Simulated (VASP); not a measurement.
BAs, 2 atoms in the cell. Symmetry: Fm-3m, No. 225, cubic system. The conventional cell has a = 4.611 Å, b = 4.611 Å, c = 4.611 Å, α = 90.00°, β = 90.00°, γ = 90.00°. Within 3.0 Å of B (site symmetry m-3m) lie 6 As at 2.31 Å. As (site symmetry m-3m) has 6 B at 2.31 Å within 3.0 Å. 

- Program: VASP 6.6.1
- Task: single point
- Functional: PBE
- Potentials or basis: VASP PAW PBE potentials, release 64 (B, As)
- Cutoff: 500 eV
- k mesh: 6 × 6 × 6
- Occupations: fermi-dirac, width 0.02 eV
- Spin: no spin polarisation
- Dipole correction: no
- Further INCAR settings: ALGO = Normal; EDIFF = 1e-06; NBANDS = 11; ISYM = 0

Potentials or basis: VASP PAW PBE potentials, release 64 (B, As).

Command:

```bash
$ cat potpaw_PBE.64/B/POTCAR potpaw_PBE.64/As/POTCAR > POTCAR
$ mpirun -np 1 vasp_std > vasp.out
```

Hardware: 1 thread of AMD EPYC 7R13, on a shared host.

How long does it take, and how much memory?

Run time: 29 s on 1 thread of AMD EPYC 7R13, with other jobs on the host, peak memory 0.13 GiB. Counts: scf iterations 11, k points 112.
